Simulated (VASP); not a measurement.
# ZnSe (F-43m) in VASP: further runs, part 2 of 2

VASP 6.6.1. The steps go on from the part before.

## (5) Single point, PBEsol, non-collinear spin, zero start, spin-orbit coupling

This run uses another cell than the first one, of 23.09 Å³/atom.

The input, INCAR:

```
SYSTEM = ZnSe
PREC     = Accurate       ! precision mode
ENCUT    = 520            ! plane-wave cutoff, eV
EDIFF    = 1E-7           ! SCF threshold, eV
ISMEAR   = 0              ! smearing method
SIGMA    = 0.01           ! smearing width, eV
LREAL    = .FALSE.        ! projectors in reciprocal space
LASPH    = .TRUE.         ! aspherical terms in the spheres
NELM     = 150            ! most SCF steps
ALGO     = Normal         ! electronic algorithm
ISIF     = 2              ! what is computed and relaxed
LWAVE    = .FALSE.        ! write WAVECAR
LCHARG   = .FALSE.        ! write CHGCAR
LNONCOLLINEAR= .TRUE.         ! non-collinear magnetism
MAGMOM   = 0 0 0 0 0 0    ! initial moments
LORBIT   = 11             ! projections on sites
LSORBIT  = .TRUE.         ! spin-orbit coupling
GGA_COMPAT= .FALSE.      
LORBMOM  = .TRUE.       
GGA      = PS             ! functional
NBANDS   = 30             ! bands
```

The input, KPOINTS:

```
Automatic mesh
0
G
  8 8 8
  0 0 0
```

The input, POSCAR:

```
ZnSe
1.0
    2.8473901834      2.8473901834      0.0000000000
   -2.8473901834      2.8473901834      0.0000000000
    0.0000000000      2.8473901834      2.8473901834
Zn Se
1 1
Direct
    0.0000000000      0.0000000000      0.0000000000
    0.7500000000      0.2500000000      0.5000000000
```

Potentials or basis: VASP PAW PBE potentials, release 64 (Zn, Se).

Started as:

```console
$ cat potpaw_PBE.64/Zn/POTCAR potpaw_PBE.64/Se/POTCAR > POTCAR
$ mpirun -np 1 vasp_ncl > vasp.out
```

OUTCAR:

```text
SYSTEM = ZnSe
   PREC = Accurate
   ENCUT = 520
   EDIFF = 1E-7
   ISMEAR = 0
   LREAL = .FALSE.
   LASPH = .TRUE.
   NELM = 150
   ISIF = 2
   LNONCOLLINEAR = .TRUE.
   LORBIT = 11
   LSORBIT = .TRUE.
   GGA = PS

 ion  position               nearest neighbor table
   1  0.000  0.000  0.000-   2 2.47   2 2.47   2 2.47   2 2.47
   2  0.750  0.250  0.500-   1 2.47   1 2.47   1 2.47   1 2.47

  LATTYP: Found a face centered cubic cell.
 ALAT       =     5.6947803668

  Lattice vectors:

 A1 = (   0.0000000000,   2.8473901834,   2.8473901834)
 A2 = (   2.8473901834,   0.0000000000,   2.8473901834)
 A3 = (   2.8473901834,   2.8473901834,   0.0000000000)

Analysis of symmetry for initial positions (statically):
=====================================================================
 Subroutine PRICEL returns:
 Original cell was already a primitive cell.

 Routine SETGRP: Setting up the symmetry group for a
 face centered cubic supercell.

 Subroutine GETGRP returns: Found 24 space group operations
 (whereof 24 operations were pure point group operations)
 out of a pool of 48 trial point group operations.

The static configuration has the point symmetry T_d .

Analysis of symmetry for dynamics (positions and initial velocities):
=====================================================================
 Subroutine PRICEL returns:
 Original cell was already a primitive cell.

 Routine SETGRP: Setting up the symmetry group for a
 face centered cubic supercell.

 Subroutine GETGRP returns: Found 24 space group operations
 (whereof 24 operations were pure point group operations)
 out of a pool of 48 trial point group operations.

The dynamic configuration has the point symmetry T_d .

Analysis of structural, dynamic, and magnetic symmetry:
=====================================================================
 Subroutine PRICEL returns:
 Original cell was already a primitive cell.

 Routine SETGRP: Setting up the symmetry group for a
 face centered cubic supercell.

 Subroutine GETGRP returns: Found 24 space group operations
 (whereof 24 operations were pure point group operations)
 out of a pool of 48 trial point group operations.

The overall configuration has the point symmetry T_d .

 Subroutine INISYM returns: Found 24 space group operations
 (whereof 24 operations are pure point group operations),
 and found     1 'primitive' translations

----------------------------------------------------------------------------------------

                                     Primitive cell

  volume of cell :      46.1712

  direct lattice vectors                    reciprocal lattice vectors
     2.847390183  2.847390183  0.000000000     0.175599397  0.175599397 -0.175599397
    -2.847390183  2.847390183  0.000000000    -0.175599397  0.175599397 -0.175599397
     0.000000000  2.847390183  2.847390183     0.000000000  0.000000000  0.351198795

  length of vectors
     4.026817815  4.026817815  4.026817815     0.304147078  0.304147078  0.351198795

  position of ions in fractional coordinates (direct lattice)
     0.000000000  0.000000000  0.000000000
[... 935 lines left out ...]
  --------------------------------------------------------------------------------------
  -------------------------------------------------------------------------------------
  Total       -0.4939300     -0.4939300     -0.4939300      0.0000000      0.0000000     -0.0000000
  in kB      -17.1397728    -17.1397728    -17.1397728      0.0000000      0.0000000     -0.0000000
  external PRESSURE =     -17.1397728 kB  Pullay stress =       0.0000000 kB

 VOLUME and BASIS-vectors are now :
 -----------------------------------------------------------------------------
  energy-cutoff  :      520.00
  volume of cell :       46.17
      direct lattice vectors                 reciprocal lattice vectors
     2.847390183  2.847390183  0.000000000     0.175599397  0.175599397 -0.175599397
    -2.847390183  2.847390183  0.000000000    -0.175599397  0.175599397 -0.175599397
     0.000000000  2.847390183  2.847390183     0.000000000  0.000000000  0.351198795

 POSITION                                       TOTAL-FORCE (eV/Angst)
 -----------------------------------------------------------------------------------
      0.00000      0.00000      0.00000         0.000000      0.000000      0.000000
      1.42370      4.27109      1.42370        -0.000000     -0.000000      0.000000
 -----------------------------------------------------------------------------------
    total drift:                               -0.000000      0.000000     -0.000000

  FREE ENERGIE OF THE ION-ELECTRON SYSTEM (eV)
  ---------------------------------------------------
  free  energy   TOTEN  =        -6.7890455105 eV

  energy  without entropy=       -6.7890455105  energy(sigma->0) =       -6.78904551

 orbital moment (x)

 # of ion     p       d       tot
 ----------------------------------------
  1        -0.000  -0.000  -0.000
  2        -0.000   0.000  -0.000
 ----------------------------------------
           -0.000  -0.000  -0.000

 orbital moment (y)

 # of ion     p       d       tot
 ----------------------------------------
  1         0.000  -0.000  -0.000
  2         0.000  -0.000   0.000
 ----------------------------------------
            0.000  -0.000  -0.000

 orbital moment (z)

 # of ion     p       d       tot
 ----------------------------------------
  1         0.000  -0.000  -0.000
  2         0.000   0.000   0.000
 ----------------------------------------
            0.000  -0.000  -0.000

 Spin-Orbit-Coupling matrix elements

 Ion:    1  E_soc:     -0.0086528
 l=   1
     0.0000000    -0.0004771    -0.0004771
    -0.0004771     0.0000000    -0.0004771
    -0.0004771    -0.0004771     0.0000000
 l=   2
     0.0000000    -0.0001940     0.0000000    -0.0001940    -0.0007710
    -0.0001940     0.0000000    -0.0005783    -0.0001940    -0.0001928
     0.0000000    -0.0005783     0.0000000    -0.0005783     0.0000000
    -0.0001940    -0.0001940    -0.0005783     0.0000000    -0.0001928
    -0.0007710    -0.0001928     0.0000000    -0.0001928     0.0000000
 l=   3
     0.0000000     0.0000000     0.0000000     0.0000000     0.0000000     0.0000000     0.0000000
     0.0000000     0.0000000     0.0000000     0.0000000     0.0000000     0.0000000     0.0000000
     0.0000000     0.0000000     0.0000000     0.0000000     0.0000000     0.0000000     0.0000000
     0.0000000     0.0000000     0.0000000     0.0000000     0.0000000     0.0000000     0.0000000
     0.0000000     0.0000000     0.0000000     0.0000000     0.0000000     0.0000000     0.0000000
     0.0000000     0.0000000     0.0000000     0.0000000     0.0000000     0.0000000     0.0000000
     0.0000000     0.0000000     0.0000000     0.0000000     0.0000000     0.0000000     0.0000000

 Ion:    2  E_soc:     -0.0372835
 l=   1
     0.0000000    -0.0062060    -0.0062060
    -0.0062060     0.0000000    -0.0062060
    -0.0062060    -0.0062060     0.0000000
 l=   2
     0.0000000    -0.0000038     0.0000000    -0.0000038    -0.0000041
    -0.0000038     0.0000000    -0.0000030    -0.0000038    -0.0000010
     0.0000000    -0.0000030     0.0000000    -0.0000030     0.0000000
    -0.0000038    -0.0000038    -0.0000030     0.0000000    -0.0000010
    -0.0000041    -0.0000010     0.0000000    -0.0000010     0.0000000
 l=   3
     0.0000000     0.0000000     0.0000000     0.0000000     0.0000000     0.0000000     0.0000000
     0.0000000     0.0000000     0.0000000     0.0000000     0.0000000     0.0000000     0.0000000
     0.0000000     0.0000000     0.0000000     0.0000000     0.0000000     0.0000000     0.0000000
     0.0000000     0.0000000     0.0000000     0.0000000     0.0000000     0.0000000     0.0000000
     0.0000000     0.0000000     0.0000000     0.0000000     0.0000000     0.0000000     0.0000000
     0.0000000     0.0000000     0.0000000     0.0000000     0.0000000     0.0000000     0.0000000
     0.0000000     0.0000000     0.0000000     0.0000000     0.0000000     0.0000000     0.0000000

 total charge

# of ion       s       p       d       tot
------------------------------------------
    1        0.535   0.439   9.783  10.757
    2        1.439   2.403   0.029   3.870
--------------------------------------------------
tot          1.974   2.842   9.812  14.627

 magnetization (x)

# of ion       s       p       d       tot
------------------------------------------
    1        0.000   0.000   0.000   0.000
    2        0.000  -0.000   0.000   0.000
--------------------------------------------------
tot          0.000   0.000   0.000   0.000

 magnetization (y)

# of ion       s       p       d       tot
------------------------------------------
    1       -0.000  -0.000  -0.000  -0.000
    2        0.000   0.000   0.000   0.000
--------------------------------------------------
tot         -0.000  -0.000  -0.000  -0.000

 magnetization (z)

# of ion       s       p       d       tot
------------------------------------------
    1        0.000   0.000  -0.000   0.000
    2       -0.000  -0.000   0.000  -0.000
--------------------------------------------------
tot          0.000  -0.000  -0.000   0.000
```

It took 98 s on 1 thread of Intel Xeon 6975P-C (Granite Rapids), shared host; peak memory 0.32 GiB.

Results:

```
Free energy                                           : -6.7890 eV
Pressure                                              : -1.7 GPa
Net moment                                            : 0.00 μB per cell
Valence electrons inside the program's atomic spheres : Zn 10.76; Se 3.87
```

Moments on the atoms (μB; x, y, z):
```
Zn  0.00 0.00 0.00
Se  0.00 0.00 0.00
```

Caveat: the PAW data sets were made with another functional, which shifts forces and pressure a little.

## (6) Overview

| cell | pressure (GPa) | moment (μB) |
| --- | --- | --- |
| a = 3.912 Å, angles 60.0, 60.0, 90.0°, 2 atoms | 4.3 | 0.00 |
| a = 3.945 Å, angles 60.0, 60.0, 90.0°, 2 atoms | 2.4 | 0.00 |
| a = 3.983 Å, angles 60.0, 60.0, 90.0°, 2 atoms | 0.3 | 0.00 |
| a = 4.027 Å, angles 60.0, 60.0, 90.0°, 2 atoms | -1.7 | 0.00 |

Alike in all rows: task single point; level PBEsol; potentials or basis VASP PAW PBE potentials, release 64 (Zn, Se); spin non-collinear, zero start, SOC; k mesh 8 × 8 × 8; cutoff (eV) 520; smearing gaussian 0.01 eV.

Caveats: the PAW data sets were made with another functional, which shifts forces and pressure a little; the cell stands under pressure (at least some runs).

Absolute energies hang on the potentials; compare differences alone.
